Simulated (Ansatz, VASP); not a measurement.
One calculation of CuI, two programs

```xyz
2
Lattice="3.6614 0.0000 0.0000 0.0000 3.6614 0.0000 0.0000 0.0000 3.6614" Properties=species:S:1:pos:R:3 pbc="T T T"
Cu    0.0000    0.0000    0.0000
I     1.8307    1.8307    1.8307
```

Alike in both runs: task single point; functional PBEsol; k mesh 6 × 6 × 6; occupations fermi-dirac, width 0.02 eV; no spin polarisation.

|  | VASP | Ansatz |
| --- | --- | --- |
| version | VASP 6.6.1 | Ansatz 0.2.0 |
| potentials or method | VASP PAW PBE potentials, release 64 (Cu, I) | plane waves, PAW |
| plane-wave cutoff (eV) | 520 | 420 |
| valence electrons in the cell | 18 | 36 |

Ansatz gave:

```
pressure (GPa) : -3.6
```

Problem. What did VASP give for the same quantities?

Solution. Pressure (GPa): -3.5.

VASP's potentials were made for PBE, not for PBEsol. VASP's potentials hold 18 valence electrons a cell and Ansatz's 36, so a difference there can come from the potentials and not from the codes.

Spin-orbit coupling is off throughout.
